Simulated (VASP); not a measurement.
HfO2, 3 atoms in the cell. The structure is tetragonal, space group I4/mmm (No. 139). Conventional cell: a = 3.617 Å, b = 3.617 Å, c = 4.731 Å, α = 90.00°, β = 90.00°, γ = 90.00°. Hf (site symmetry 4/mmm) has 8 O at 2.16 Å within 2.9 Å. Within 2.9 Å of O (site symmetry -4m2) lie 4 Hf at 2.16 Å and 6 O at 2.37 to 2.56 Å.  This cell differs from its parent crystal: strain -0.0750 x Voigt [0, 1, 0, 0, 0, 0].

* Program: VASP 6.6.1
* Task: single point
* Functional: LDA
* Potentials or basis: VASP PAW LDA potentials, release 64 (Hf_pv, O)
* Cutoff: 520 eV
* k mesh: 8 × 8 × 8
* Occupations: gaussian, width 0.05 eV
* Spin: no spin polarisation
* Dipole correction: no
* Further INCAR settings: ALGO = Normal; EDIFF = 1e-07; NBANDS = 18

Potentials or basis: VASP PAW LDA potentials, release 64 (Hf_pv, O).

Launch:

```sh
$ cat potpaw_LDA.64/Hf_pv/POTCAR potpaw_LDA.64/O/POTCAR > POTCAR
$ mpirun -np 1 vasp_std > vasp.out
```

Hardware: 1 thread of Intel(R) Xeon(R) Platinum 8488C (Sapphire Rapids), with other jobs on the host.

Problem. Estimate the wall time of this run.

Solution. It took 27 s on 1 thread of Intel(R) Xeon(R) Platinum 8488C (Sapphire Rapids) (shared host), peak memory 0.16 GiB. Counts: scf iterations 14, k points 59.
